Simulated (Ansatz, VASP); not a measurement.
MgO: VASP beside Ansatz

```
Mg O
1.0
     0.00000    2.10217    2.10217
     2.10217    0.00000    2.10217
     2.10217    2.10217    0.00000
Mg O
1 1
Direct
  0.00000 0.00000 0.00000
  0.50000 0.50000 0.50000
```

Alike in both runs: functional r2SCAN; k mesh 16 × 16 × 16; occupations fermi-dirac, width 0.1 eV; no spin polarisation.

Ansatz relaxed the structure, and its values are those at the end. VASP's run is a single point on that final structure, the one shown.

|  | VASP | Ansatz |
| --- | --- | --- |
| version | VASP 6.6.1 | Ansatz 0.2.0 |
| potentials or method | VASP PAW PBE potentials, release 64 (Mg, O) | PAW with Ansatz's default frozen-core files, scalar-relativistic |
| plane-wave cutoff (eV) | 520 | 500 |
| valence electrons in the cell | 8 | 16 |

VASP gave:

```
gap on the k mesh at the Fermi level (eV) : 5.66
pressure (GPa)                            : -1.1
```

Question: Estimate Ansatz's values.

Answer: gap on the k mesh at the Fermi level (eV): 5.68; pressure (GPa): 0.0.

VASP's potentials were made for PBE, not for r2SCAN. VASP's potentials hold 8 valence electrons a cell and Ansatz's 16, so a difference there can come from the potentials and not from the codes.
